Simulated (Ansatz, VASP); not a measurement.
## Two plane-wave programs on InP

File INCAR:

```
PREC = Accurate ; ENCUT = 600
EDIFF = 1E-6 ; ISMEAR = -1
SIGMA = 0.05 ; LREAL = False
LASPH = True ; NELM = 60
ALGO = Normal ; ISIF = 3
LWAVE = False ; LCHARG = False
GGA = RE ; IVDW = 12
IBRION = 2 ; NSW = 60
EDIFFG = -0.01
```

Contents of KPOINTS:

```
Automatic mesh
0
Gamma
  8 8 8
```

The input POSCAR:

```
InP
1.0
    0.0000000000      2.9305000000      2.9305000000
    2.9305000000      0.0000000000      2.9305000000
    2.9305000000      2.9305000000      0.0000000000
In P
1 1
Direct
    0.0000000000      0.0000000000      0.0000000000
    0.7500000000      0.7500000000      0.7500000000
```

input.yaml

```yaml
crystal:
  lattice:
    - [0.0, 2.9305, 2.9305]
    - [2.9305, 0.0, 2.9305]
    - [2.9305, 2.9305, 0.0]
  atoms:
    - { symbol: In, position: [0.0, 0.0, 0.0] }
    - { symbol: P, position: [0.75, 0.75, 0.75] }
hamiltonian:
  xc: revpbe
  pseudopotentials: { kind: paw }
  dispersion: d3bj
kpoints:
  mp_grid: { grid: [8, 8, 8] }
scf:
  occupations: { method: fermi_dirac, width: 0.05 }
output:
  forces: true
  stress: true
  eigenvalues: true
relax:
  f_tol: 0.01
  max_steps: 40
  cell: { stress_tol: 0.05 }
```

Alike in both runs: task relaxation of cell and atoms; functional revPBE; dispersion D3(BJ); k mesh 8 × 8 × 8; occupations fermi-dirac, width 0.05 eV; no spin polarisation.

|  | VASP | Ansatz |
| --- | --- | --- |
| version | VASP 6.6.1 | Ansatz 0.2.0 |
| potentials or method | VASP PAW PBE potentials, release 64 (In_d, P) | Ansatz PAW |
| plane-wave cutoff (eV) | 600 | 420 |
| valence electrons in the cell | 18 | 18 |

Ansatz gave:

| Item | Value |
| --- | --- |
| gap on the k mesh at the Fermi level, each at its own relaxed structure (eV) | 0.78 |
| relaxed volume (Å³/atom) | 25.31 |
| relaxed length of the cell vector where the two differ most in proportion (Å) | 4.152 |

Question: What did VASP give for the same quantities?

Answer: gap on the k mesh at the Fermi level, each at its own relaxed structure (eV): 0.78; relaxed volume (Å³/atom): 25.28; relaxed length of the cell vector where the two differ most in proportion (Å): 4.151.

VASP's potentials were made for PBE, not for revPBE.

Noted on Ansatz's run: the plane-wave basis is chosen anew once the cell has moved, so the energies of steps on either side of that aren't comparable.
